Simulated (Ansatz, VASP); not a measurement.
**Ni in VASP and in Ansatz**

File INCAR:

```
SYSTEM = Ni
PREC = Accurate ; ENCUT = 520
EDIFF = 1E-7 ; ISMEAR = -1
SIGMA = 0.05 ; LREAL = .FALSE.
LASPH = .TRUE. ; NELM = 150
ALGO = Normal ; ISIF = 2
LWAVE = .FALSE. ; LCHARG = .FALSE.
ISPIN = 2 ; MAGMOM = 0.707
LORBIT = 11 ; LMAXMIX = 4
GGA = RP ; NBANDS = 15
```

Contents of KPOINTS:

```
regular mesh
0
G
  25 25 25
  0 0 0
```

The input POSCAR:

```
Ni
1.0
    0.0000000000      1.7766623063      1.7766623063
    1.7766623063      0.0000000000      1.7766623063
    1.7766623063      1.7766623063      0.0000000000
Ni
1
Direct
    0.0000000000      0.0000000000      0.0000000000
```

Input for Ansatz:

```yaml
crystal:
  lattice:
    - [0.0, 1.7766623063, 1.7766623063]
    - [1.7766623063, 0.0, 1.7766623063]
    - [1.7766623063, 1.7766623063, 0.0]
  atoms:
    - { symbol: Ni, position: [0.0, 0.0, 0.0], spin: 0.707 }
hamiltonian:
  xc: rpbe
  pseudopotentials:
    kind: paw
    azcp:
      Ni: "pseudopotentials/Ni.paw.azcp"
basis:
  ecutwfc: 420
  fft_grid_basis: typed
kpoints:
  mp_grid: { grid: [25, 25, 25], shift: [0, 0, 0] }
magnetization:
  spin_polarized: true
scf:
  occupations: { method: fermi_dirac, width: 0.05 }
```

Alike in both runs: task single point; functional RPBE; k mesh 25 × 25 × 25; occupations fermi-dirac, width 0.05 eV; collinear spin.

|  | VASP | Ansatz |
| --- | --- | --- |
| version | VASP 6.6.1 | Ansatz 0.2.0 |
| potentials or method | VASP PAW PBE potentials, release 64 (Ni), cutoff 520 eV | plane waves (420 eV) with PAW, scalar-relativistic |
| valence electrons in the cell | 10 | 18 |

VASP gave:

| Property | Result |
| --- | --- |
| net moment per atom (μB) | 0.63 |
| size of the moment on the site where the two differ most (μB) | 0.65 |

Problem. Estimate Ansatz's values.

Solution. net moment per atom (μB): 0.65; size of the moment on the site where the two differ most (μB): 0.69.

VASP's potentials were made for PBE, not for RPBE. Site moments also hang on the region over which each program counts them. VASP's potentials hold 10 valence electrons a cell and Ansatz's 18, so a difference there can come from the potentials and not from the codes.
